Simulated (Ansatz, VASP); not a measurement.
**Cu in VASP and in Ansatz**

Contents of INCAR:

```
  PREC = Accurate
  ENCUT = 520
  EDIFF = 1E-6
  ISMEAR = -1
  SIGMA = 0.1
  LREAL = False
  LASPH = True
  NELM = 100
  ALGO = Normal
  ISIF = 2
  LWAVE = False
  LCHARG = True
  GGA = B5
  ALDAX = 1.0
  AGGAX = 1.0
  AGGAC = 1.0
  ALDAC = 0.0
  LELF = True
  LVHAR = True
  NBANDS = 18
```

File KPOINTS:

```
regular mesh
0
Gamma
  15 15 8
```

Contents of POSCAR:

```
Cu
1.0
   -1.4480855528      1.7589747815      1.2904731094
    1.7589747815     -1.4480855528      1.2904731094
    2.9882398252      2.9882398252     -0.7210789177
Cu
2
Direct
    0.0416600345      0.9583399655      0.0000000000
    0.7083399655      0.2916600345      0.5000000000
```

Input for Ansatz:

```yaml
crystal:
  lattice:
    - [-1.4480855528, 1.7589747815, 1.2904731094]
    - [1.7589747815, -1.4480855528, 1.2904731094]
    - [2.9882398252, 2.9882398252, -0.7210789177]
  atoms:
    - { symbol: Cu, position: [0.0416600345, 0.9583399655, 0.0] }
    - { symbol: Cu, position: [0.7083399655, 0.2916600345, 0.5] }
hamiltonian:
  xc: blyp
  pseudopotentials:
    kind: paw
    azcp:
      Cu: "pseudopotentials/Cu.paw.azcp"
basis:
  ecutwfc: 420
  fft_grid_basis: typed
kpoints:
  mp_grid: { grid: [15, 15, 8], shift: [0, 0, 0] }
magnetization:
  spin_polarized: false
scf:
  occupations: { method: fermi_dirac, width: 0.1 }
  lower_state_search: "off"
output:
  stress: true
  write_density: true
  write_potential: true
  elf: true
  volumetric_format: npy
```

Alike in both runs: task single point; functional BLYP; k mesh 15 × 15 × 8; occupations fermi-dirac, width 0.1 eV; no spin polarisation.

|  | VASP | Ansatz |
| --- | --- | --- |
| version | VASP 6.6.1 | Ansatz 0.2.0 |
| potentials or method | VASP PAW PBE potentials, release 64 (Cu), cutoff 520 eV | plane waves (420 eV) with PAW, scalar-relativistic |
| valence electrons in the cell | 22 | 38 |

```tsv
	VASP	Ansatz	Ansatz less VASP
pressure (GPa)	0.6	-0.2	-0.76
traceless stress, the component that is largest in VASP (GPa)	0.70	0.73	+0.022
```

VASP's potentials were made for PBE, not for BLYP. The functional is the same, so the differences come from potentials, cutoffs and numerics. VASP's potentials hold 22 valence electrons a cell and Ansatz's 38, so a difference there can come from the potentials and not from the codes.
